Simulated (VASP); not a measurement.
ZnSe: single point with PBE

Crystal: ZnSe.

```
Zn Se
1.0
     0.00000    2.64191    2.86293
     2.86293    0.00000    2.86293
     2.86293    2.64191    0.00000
Zn Se
1 1
Direct
  0.00000 0.00000 0.00000
  0.75000 0.75000 0.75000
```

This cell differs from its parent crystal: volume 21.654 Å^3 an atom, c/a of the conventional cell 0.9228.

- Program: VASP 6.6.1
- Task: single point
- Functional: PBE
- Potentials or basis: VASP PAW PBE potentials, release 64 (Zn, Se)
- Cutoff: 520 eV
- k mesh: 10 × 10 × 10
- Occupations: gaussian, width 0.05 eV
- Spin: no spin polarisation
- Dipole correction: no
- Further INCAR settings: ALGO = Normal; EDIFF = 1e-06; NBANDS = 16

```
Pressure               : 5.9 GPa
Band gap on the k mesh : 1.30 eV, direct
```

Stress tensor (GPa, compression positive):
```
5.17 0.00 0.00
0.00 7.27 0.00
0.00 0.00 5.17
```

Levels at points of the mesh, in eV from the valence-band top:
```tsv
k point	band 5	band 6	band 7	band 8	band 9	band 10	band 11	band 12	band 13	band 14
(0.00, 0.00, 0.00)	-6.50	-6.48	-0.26	-0.26	0.00	1.30	5.64	5.67	5.67	9.96
(0.50, 0.00, 0.00)	-6.45	-6.31	-5.69	-1.33	-0.88	2.38	5.89	6.65	8.59	10.95
(0.50, 0.50, 0.00)	-6.44	-6.33	-5.27	-2.44	-2.28	2.84	3.56	10.60	10.85	11.57
(0.50, 0.00, 0.50)	-6.42	-6.22	-4.80	-2.82	-2.82	2.47	2.77	11.36	11.36	11.43
```

Wall time 39 s on 1 thread of AMD EPYC 9R45 96-Core Processor (Zen 5), with other jobs on the host, peak memory 0.19 GiB.
